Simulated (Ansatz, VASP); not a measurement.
# Two plane-wave programs on Ge

```xyz
9
Lattice="6.7720 0.8956 -0.0879 0.9431 5.7695 0.0405 -0.1095 0.0501 5.6249" Properties=species:S:1:pos:R:3 pbc="T T T"
Ge    3.7815    5.2343    2.4257
Ge    3.6174    1.8655    2.6835
Ge    6.7561    2.9305    0.2459
Ge    2.8343    3.7192    4.2217
Ge    1.3327    5.5599    1.6355
Ge    7.3194    5.3061    4.9400
Ge    4.2934    3.3449    0.7206
Ge    5.9989    1.8124    3.5119
Ge    6.4692    4.3169    2.6038
```

Alike in both runs: functional PBE; k mesh 3 × 4 × 4; occupations gaussian, width 0.1 eV; no spin polarisation.

Ansatz relaxed the structure, and its values are those at the end. VASP's run is a single point on that final structure, the one shown.

```csv
,VASP,Ansatz
version,VASP 6.6.1,Ansatz 0.2.0
potentials or method,"VASP PAW PBE potentials, release 64 (Ge_d), cutoff 520 eV","scalar-relativistic, plane waves, PAW"
valence electrons in the cell,126,126
```

```tsv
	VASP	Ansatz	Ansatz less VASP
gap on the k mesh at the Fermi level (eV)	none	none	-
rms of the force components (eV/Å)	0.008	0.008	-0.0002
```

A gap of «none» marks a metal or a gap that the smearing closes. With one functional, cell and mesh, what is left measures potentials, basis and numerics.
